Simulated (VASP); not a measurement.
# B32N31 (a cell with a defect) in VASP: a series of runs, part 2 of 3

VASP 6.6.1. The steps go on from the part before.

### Step 3. Single point, PBEsol, collinear spin

Contents of INCAR:

```
SYSTEM = B32N31
PREC     = Accurate       ! precision mode
ENCUT    = 520            ! plane-wave cutoff, eV
EDIFF    = 1E-6           ! SCF threshold, eV
ISMEAR   = -1             ! smearing method
SIGMA    = 0.05           ! smearing width, eV
LREAL    = Auto         
LASPH    = .True.         ! aspherical terms in the spheres
NELM     = 200            ! most SCF steps
ALGO     = Normal         ! electronic algorithm
ISIF     = 2              ! what is computed and relaxed
LWAVE    = .False.        ! write WAVECAR
LCHARG   = .True.         ! write CHGCAR
ISPIN    = 2              ! spin polarisation
MAGMOM   = 0 0 0 0 0 0 0 0.25 0 0 0 0 0 0 0 0.25 0 0 0 0 0 0 0 0.25 0 0 0 0 0 0 0 0.25 0 0 0 0 0 0 0 0 0 0 0 0 0 0 0 0 0 0 0 0 0 0 0 0 0 0 0 0 0 0 0 ! initial moments
LORBIT   = 11             ! projections on sites
GGA      = PS             ! functional
LELF     = .True.         ! ELF
LVHAR    = .True.       
NBANDS   = 166            ! bands
NELECT   = 249.0        
ISYM     = -1           
GGA_COMPAT= .False.
```

Contents of KPOINTS:

```
explicit points
1
Reciprocal
  0.25000000   0.25000000   0.25000000 1
```

Contents of POSCAR:

```
B32N31
1.0
    7.2115910000      0.0000000000      0.0000000000
    0.0000000000      7.2115910000      0.0000000000
    0.0000000000      0.0000000000      7.2115910000
B N
32 31
Direct
    0.0001430000      0.0003320000      0.9995520000
    0.0018560000      0.0020360000      0.4977700000
    0.0018610000      0.4985440000      0.0012600000
    0.0008290000      0.5010100000      0.5002220000
    0.4983730000      0.0020580000      0.0012660000
    0.5008320000      0.0009890000      0.5002100000
    0.5008490000      0.5009850000      0.0002060000
    0.4813850000      0.4814980000      0.4807280000
    0.2499150000      0.2501150000      0.9994170000
    0.2479440000      0.2481140000      0.4973320000
    0.2482620000      0.7522360000      0.0013560000
    0.2493010000      0.7494580000      0.5002480000
    0.7520750000      0.2485060000      0.0013010000
    0.7492850000      0.2494390000      0.5002820000
    0.7494340000      0.7495720000      0.0002860000
    0.7680510000      0.7681680000      0.4816140000
    0.2499060000      0.0002060000      0.2493320000
    0.2482680000      0.0021250000      0.7514830000
    0.2479590000      0.4981020000      0.2473280000
    0.2492750000      0.5010430000      0.7486650000
    0.7520660000      0.0020930000      0.2477160000
    0.7494450000      0.0010660000      0.7487990000
    0.7492680000      0.5010340000      0.2486700000
    0.7680310000      0.4824120000      0.7673680000
    0.0000340000      0.2501010000      0.2493090000
    0.0019120000      0.2484930000      0.7514480000
    0.0019220000      0.7522210000      0.2477100000
    0.0008760000      0.7495540000      0.7487790000
    0.4979490000      0.2480990000      0.2473230000
    0.5009000000      0.2494430000      0.7486560000
    0.5008790000      0.7494430000      0.2486620000
    0.4820920000      0.7683580000      0.7675790000
    0.1253310000      0.1255380000      0.1247720000
    0.1254030000      0.1255770000      0.6246260000
    0.1253900000      0.6254070000      0.1247930000
    0.1253260000      0.6255380000      0.6247810000
    0.6252270000      0.1255990000      0.1248130000
    0.6253980000      0.1255180000      0.6247820000
    0.6253870000      0.6255400000      0.1247320000
    0.3754850000      0.3756840000      0.1242060000
    0.3770370000      0.3771620000      0.6246090000
    0.3756180000      0.8752920000      0.1253410000
    0.3768410000      0.8739630000      0.6245040000
    0.8751270000      0.3758210000      0.1253230000
    0.8738520000      0.3769780000      0.6245660000
    0.8752000000      0.8753730000      0.1242520000
    0.8739800000      0.8741230000      0.6248730000
    0.3754890000      0.1249630000      0.3748970000
    0.3756180000      0.1261140000      0.8745240000
    0.3770080000      0.6253820000      0.3763960000
    0.3768230000      0.6253000000      0.8732170000
    0.8751170000      0.1261100000      0.3750510000
    0.8751990000      0.1250410000      0.8745890000
    0.8738680000      0.6253210000      0.3762020000
    0.8739740000      0.6256250000      0.8733150000
    0.1247760000      0.3756950000      0.3749140000
    0.1259240000      0.3758150000      0.8745290000
    0.1259370000      0.8753010000      0.3750420000
    0.1248380000      0.8753780000      0.8745960000
    0.6251610000      0.3771530000      0.3763690000
    0.6252180000      0.3769750000      0.8732280000
    0.6251840000      0.8739900000      0.3762090000
    0.6255190000      0.8741650000      0.8733720000
```

Potentials or basis: VASP PAW PBE potentials, release 64 (B, N).

On the command line:

```sh
> cat potpaw_PBE.64/B/POTCAR potpaw_PBE.64/N/POTCAR > POTCAR
> mpirun -np 1 vasp_std > vasp.out
```

Wall time 4 min (1 thread of Intel Xeon Platinum 8488C (Sapphire Rapids), shared host); peak memory 0.54 GiB.

Results (log left out):

* Free energy: -589.7139 eV
* Largest force: 0.041 eV/Å
* Net moment: 1.00 μB per cell
* Site moments: B +0.00, +0.05, +0.01, +0.08 (each value once); N +0.00, +0.01, -0.00 (each value once) μB
* Valence electrons inside the program's atomic spheres: B 2.03, 2.02, 2.04 (each value once); N 3.96, 3.97 (each value once)

Forces in eV/Å, atoms in the order of the input:
```
B   -0.002 -0.001 -0.002
B    0.003  0.000  0.006
B   -0.001  0.006 -0.001
B   -0.005 -0.003  0.001
B    0.006  0.001  0.005
B    0.004 -0.005  0.001
B    0.000  0.001 -0.004
B    0.001  0.016  0.015
B    0.001  0.001  0.004
B   -0.002 -0.001  0.006
B    0.007 -0.005 -0.006
B   -0.003 -0.007  0.009
B   -0.006 -0.002  0.003
B   -0.002  0.006  0.001
B   -0.004 -0.003 -0.006
B   -0.012 -0.006  0.015
B    0.004  0.001  0.001
B    0.007 -0.004 -0.011
B   -0.007  0.008  0.003
B    0.005  0.003  0.000
B   -0.005  0.002  0.001
B   -0.006 -0.005 -0.002
B    0.003  0.004  0.003
B   -0.012  0.012 -0.005
B   -0.003  0.004  0.007
B    0.003  0.001 -0.003
B    0.002 -0.001  0.001
B   -0.001  0.002  0.002
B   -0.002  0.001  0.001
B    0.002  0.004  0.006
B    0.004  0.001  0.005
B    0.025 -0.024 -0.023
N    0.005 -0.001 -0.005
N   -0.001  0.001 -0.001
N    0.001 -0.004  0.003
N    0.007  0.002 -0.006
N    0.001 -0.005 -0.004
N   -0.004 -0.008 -0.004
N   -0.001  0.001 -0.003
N    0.004 -0.005 -0.013
N   -0.001  0.006  0.011
N    0.001  0.003 -0.002
N   -0.004  0.015 -0.001
N    0.000 -0.005  0.002
N    0.000  0.003 -0.026
N    0.004  0.002 -0.007
N   -0.004 -0.001  0.012
N    0.002 -0.006 -0.002
N    0.003  0.001 -0.001
N    0.005  0.009  0.002
N   -0.001 -0.005  0.008
N    0.002  0.000 -0.007
N    0.006 -0.010  0.005
N   -0.005 -0.018  0.003
N   -0.004  0.020  0.006
N    0.002 -0.006 -0.006
N    0.004 -0.003 -0.003
N   -0.001 -0.001 -0.005
N   -0.006  0.001  0.004
N    0.029  0.002  0.006
N   -0.030  0.004  0.001
N   -0.021  0.004  0.002
N    0.002 -0.003  0.000
```

Levels at points of the mesh, in eV from the Fermi level:
Spin up:
```csv
k point,band 122,band 123,band 124,band 125,band 126,band 127,band 128,band 129
"(0.25, 0.25, 0.25)",-2.16,-1.54,-1.54,-0.37,3.02,3.42,3.42,4.75
```
Spin down:
```tsv
k point	band 121	band 122	band 123	band 124	band 125	band 126	band 127	band 128
(0.25, 0.25, 0.25)	-2.28	-2.16	-1.53	-1.52	0.37	3.40	3.94	3.94
```

Caveat: the cell carries a net charge on a neutralising background, which shifts energy and pressure; the cell is charged against a uniform background, so pressure and absolute levels hang on convention; the PAW data sets were made with another functional, which shifts forces and pressure a little.

### Step 4. Single point, PBEsol, collinear spin

Contents of INCAR:

```
PREC     = Accurate       # precision mode
ENCUT    = 520            # plane-wave cutoff, eV
EDIFF    = 1E-6           # SCF threshold, eV
ISMEAR   = -1             # smearing method
SIGMA    = 0.05           # smearing width, eV
LREAL    = Auto         
LASPH    = T              # aspherical terms in the spheres
NELM     = 200            # most SCF steps
ALGO     = Normal         # electronic algorithm
ISIF     = 2              # what is computed and relaxed
LWAVE    = F              # write WAVECAR
LCHARG   = F              # write CHGCAR
ISPIN    = 2              # spin polarisation
MAGMOM   = 0 0 0 0 0 0 0 0.75 0 0 0 0 0 0 0 0.75 0 0 0 0 0 0 0 0.75 0 0 0 0 0 0 0 0.75 0 0 0 0 0 0 0 0 0 0 0 0 0 0 0 0 0 0 0 0 0 0 0 0 0 0 0 0 0 0 0 # initial moments
LORBIT   = 11             # projections on sites
GGA      = PS             # functional
NBANDS   = 166            # bands
ISYM     = -1           
GGA_COMPAT= F
```

KPOINTS is that of step 3.

Contents of POSCAR:

```
B32N31
1.0
    7.2115910000      0.0000000000      0.0000000000
    0.0000000000      7.2115910000      0.0000000000
    0.0000000000      0.0000000000      7.2115910000
B N
32 31
Direct
    0.0005300000      0.0007410000      0.9999640000
    0.0002690000      0.0004370000      0.4999350000
    0.0002730000      0.5007100000      0.9996650000
    0.9994770000      0.5007430000      0.4999610000
    0.5005840000      0.0003750000      0.9995980000
    0.5005670000      0.9996750000      0.4999260000
    0.5005670000      0.5007110000      0.9988970000
    0.4888620000      0.4893770000      0.4885800000
    0.2502820000      0.2504620000      0.9989400000
    0.2491040000      0.2492440000      0.4989280000
    0.2512590000      0.7506840000      0.9990680000
    0.2514210000      0.7485220000      0.4989310000
    0.7505680000      0.2513860000      0.9990890000
    0.7482800000      0.2517340000      0.4990140000
    0.7506550000      0.7508120000      0.0007380000
    0.7529780000      0.7530600000      0.5048090000
    0.2502830000      0.9997180000      0.2496820000
    0.2512540000      0.9998470000      0.7499090000
    0.2491050000      0.4997090000      0.2484630000
    0.2514230000      0.4997140000      0.7477470000
    0.7505660000      0.9998670000      0.2506090000
    0.7506610000      0.0015100000      0.7500350000
    0.7482850000      0.4997920000      0.2509540000
    0.7530010000      0.5055750000      0.7523110000
    0.9995320000      0.2504600000      0.2496820000
    0.9996790000      0.2514070000      0.7499650000
    0.9996770000      0.7507350000      0.2506330000
    0.0013530000      0.7508040000      0.7500200000
    0.4995300000      0.2493230000      0.2485430000
    0.4996180000      0.2516680000      0.7477030000
    0.4996190000      0.7484840000      0.2508820000
    0.5052980000      0.7528820000      0.7521050000
    0.1254030000      0.1255840000      0.1248060000
    0.1246870000      0.1248170000      0.6243290000
    0.1246870000      0.6251050000      0.1240410000
    0.1258860000      0.6256950000      0.6249130000
    0.6249880000      0.1248270000      0.1240510000
    0.6254420000      0.1261240000      0.6249120000
    0.6254440000      0.6256940000      0.1253440000
    0.3751950000      0.3754020000      0.1234550000
    0.3727730000      0.3729890000      0.6232830000
    0.3760560000      0.8750190000      0.1248070000
    0.3796220000      0.8723440000      0.6240190000
    0.8748640000      0.3761890000      0.1248770000
    0.8722150000      0.3798100000      0.6241010000
    0.8755110000      0.8757430000      0.1258150000
    0.8762150000      0.8763400000      0.6261010000
    0.3751930000      0.1242350000      0.3746190000
    0.3760540000      0.1255870000      0.8742390000
    0.3727670000      0.6240590000      0.3722000000
    0.3796290000      0.6247980000      0.8715650000
    0.8748600000      0.1256530000      0.3754120000
    0.8755180000      0.1265870000      0.8749690000
    0.8722100000      0.6248720000      0.3790350000
    0.8762190000      0.6268740000      0.8755730000
    0.1240720000      0.3753810000      0.3746010000
    0.1254440000      0.3761760000      0.8742930000
    0.1254400000      0.8750680000      0.3753980000
    0.1264610000      0.8756950000      0.8749150000
    0.6237910000      0.3731510000      0.3723670000
    0.6247310000      0.3797560000      0.8716250000
    0.6247280000      0.8724010000      0.3789730000
    0.6267650000      0.8761540000      0.8753830000
```

On the command line:

```sh
> cat potpaw_PBE.64/B/POTCAR potpaw_PBE.64/N/POTCAR > POTCAR
> mpirun -np 1 vasp_std > vasp.out
```

Wall time 3.9 min (1 thread of Intel Xeon Platinum 8488C (Sapphire Rapids), shared host); peak memory 0.54 GiB.

Results (log left out):

```
Free energy                                           : -570.6833 eV
Pressure                                              : -0.5 GPa
Largest force                                         : 0.024 eV/Å
Band gap on the k mesh                                : 0.83 eV
Net moment                                            : 1.00 μB per cell
Site moments                                          : B +0.00, +0.01, +0.34, +0.02, -0.00 (each value once); N +0.00, -0.00, +0.01 (each value once) μB
Valence electrons inside the program's atomic spheres : B 2.04, 2.05, 2.06, 2.02, 1.91 (each value once); N 3.97, 3.96, 3.98, 3.95 (each value once)
```

Forces on the atoms (eV/Å):
```
B    0.005 -0.010 -0.009
B    0.000  0.009  0.003
B    0.000  0.003  0.007
B    0.012 -0.005 -0.002
B    0.002  0.001  0.001
B   -0.001  0.002  0.000
B    0.001 -0.002  0.002
B    0.005  0.000  0.000
B    0.007 -0.005 -0.004
B   -0.008  0.002 -0.001
B    0.001 -0.001 -0.006
B    0.015 -0.002  0.004
B   -0.009  0.007 -0.001
B    0.005 -0.001  0.000
B    0.002 -0.004 -0.005
B   -0.013 -0.006  0.007
B    0.006 -0.003 -0.005
B    0.003 -0.006 -0.002
B   -0.008 -0.001  0.002
B    0.013  0.004 -0.003
B   -0.009 -0.002  0.008
B    0.000 -0.004 -0.004
B    0.003  0.000 -0.001
B   -0.013  0.008 -0.007
B   -0.001  0.005  0.004
B   -0.002 -0.004 -0.010
B   -0.004 -0.008 -0.003
B    0.002  0.008  0.010
B   -0.003 -0.008 -0.008
B   -0.009  0.007  0.009
B   -0.008  0.009  0.009
B    0.013 -0.014 -0.015
N    0.004  0.002  0.003
N   -0.006  0.004  0.004
N   -0.006  0.005  0.004
N    0.005 -0.007 -0.006
N   -0.010  0.003  0.003
N    0.018 -0.007 -0.005
N    0.017 -0.008 -0.006
N    0.005 -0.009  0.002
N    0.003  0.006  0.010
N   -0.002  0.006  0.007
N   -0.013 -0.001 -0.001
N   -0.001  0.007  0.002
N   -0.001 -0.015 -0.003
N    0.007 -0.010 -0.003
N   -0.008  0.004  0.009
N    0.005  0.002 -0.008
N    0.000  0.007  0.007
N    0.003  0.013  0.006
N   -0.015 -0.001  0.000
N   -0.001  0.002  0.007
N    0.005 -0.002 -0.010
N   -0.001 -0.003 -0.016
N   -0.007  0.011  0.004
N   -0.002  0.000  0.000
N   -0.002  0.000  0.001
N   -0.002  0.001 -0.001
N   -0.006  0.002  0.003
N    0.015 -0.003 -0.003
N   -0.005  0.001 -0.005
N   -0.005 -0.006  0.002
N   -0.003  0.015  0.013
```

Stress tensor (GPa, compression positive):
```
-0.47  1.29  1.29
 1.29 -0.54  1.24
 1.29  1.24 -0.53
```

Levels at points of the mesh, in eV from the valence-band top:
Spin up:
```tsv
k point	band 123	band 124	band 125	band 126	band 127	band 128	band 129	band 130
(0.25, 0.25, 0.25)	-4.44	-4.44	-4.17	0.00	0.83	0.83	1.73	1.73
```
Spin down:
| k point | band 123 | band 124 | band 125 | band 126 | band 127 | band 128 |
| --- | --- | --- | --- | --- | --- | --- |
| (0.25, 0.25, 0.25) | -4.43 | -4.43 | -3.96 | 0.96 | 0.97 | 0.99 |

Caveat: the PAW data sets were made with another functional, which shifts forces and pressure a little.

(Part 2 of 3 ends here.)
